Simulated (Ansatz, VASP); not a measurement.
## AlN in VASP and in Ansatz

File INCAR:

```
SYSTEM = AlN
ALGO = Normal
EDIFF = 1E-6
ENCUT = 600
GGA = PS
GGA_COMPAT = .FALSE.
ISIF = 2
ISMEAR = 0
IVDW = 12
LASPH = .TRUE.
LCHARG = .FALSE.
LREAL = .FALSE.
LWAVE = .FALSE.
NBANDS = 11
NELM = 120
PREC = Accurate
SIGMA = 0.02
```

KPOINTS

```
k-points
0
G
  10 10 10
  0 0 0
```

Contents of POSCAR:

```
AlN
1.0
    0.0000000000      1.9880299017      1.9880299017
    1.9880299017      0.0000000000      1.9880299017
    1.9880299017      1.9880299017      0.0000000000
Al N
1 1
Direct
    0.5000000000      0.5000000000      0.5000000000
    0.0000000000      0.0000000000      0.0000000000
```

Input for Ansatz:

```yaml
crystal:
  lattice:
    - [0.0, 1.9880299017, 1.9880299017]
    - [1.9880299017, 0.0, 1.9880299017]
    - [1.9880299017, 1.9880299017, 0.0]
  atoms:
    - { symbol: Al, position: [0.5, 0.5, 0.5] }
    - { symbol: "N", position: [0.0, 0.0, 0.0] }
basis:
  ecutwfc: 420
kpoints:
  mp_grid: { grid: [10, 10, 10] }
hamiltonian:
  xc: pbesol
  dispersion: d3bj
  pseudopotentials: { kind: paw }
scf:
  occupations: { method: gaussian, width: 0.02 }
output:
  forces: true
  stress: true
  eigenvalues: true
  write_density: true
  write_potential: true
  elf: true
  volumetric_format: npy
```

Alike in both runs: task single point; functional PBEsol; dispersion D3(BJ); k mesh 10 × 10 × 10; occupations gaussian, width 0.02 eV; no spin polarisation.

```csv
,VASP,Ansatz
version,VASP 6.6.1,Ansatz 0.2.0
potentials or method,"VASP PAW PBE potentials, release 64 (Al, N), cutoff 600 eV","scalar-relativistic, plane waves, PAW"
valence electrons in the cell,8,8
```

|  | VASP | Ansatz | Ansatz less VASP |
| --- | --- | --- | --- |
| gap on the k mesh at the Fermi level (eV) | 5.05 | 5.04 | 0.000 |
| least direct gap on the mesh (eV) | 6.41 | 6.39 | -0.025 |
| pressure (GPa) | 8.7 | 8.9 | +0.22 |

VASP's potentials were made for PBE, not for PBEsol.
